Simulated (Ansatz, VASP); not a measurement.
## One calculation of NiO, two programs

```xyz
2
Lattice="0.0000 2.1082 2.1082 2.1082 0.0000 2.1082 2.1082 2.1082 0.0000" Properties=species:S:1:pos:R:3 pbc="T T T"
Ni    0.0000    0.0000    0.0000
O     2.1082    2.1082    2.1082
```

Alike in both runs: functional PBE; k mesh 18 × 18 × 18; occupations gaussian, width 0.1 eV; collinear spin.

Ansatz relaxed the structure, and its values are those at the end. VASP's run is a single point on that final structure, the one shown.

|  | VASP | Ansatz |
| --- | --- | --- |
| version | VASP 6.6.1 | Ansatz 0.2.0 |
| potentials or method | VASP PAW PBE potentials, release 64 (Ni, O), cutoff 520 eV | scalar-relativistic, plane waves, PAW |
| valence electrons in the cell | 16 | 24 |

|  | VASP | Ansatz | Ansatz less VASP |
| --- | --- | --- | --- |
| gap on the k mesh at the Fermi level (eV) | none | none | - |
| pressure (GPa) | -0.4 | 0.0 | +0.40 |
| net moment per atom (μB) | 0.88 | 0.90 | +0.018 |
| size of the moment on the site where the two differ most (μB) | 0.27 | 0.29 | +0.024 |

Site moments also hang on the region over which each program counts them. A gap of «none» marks a metal or a gap that the smearing closes. VASP's potentials hold 16 valence electrons a cell and Ansatz's 24, so a difference there can come from the potentials and not from the codes.
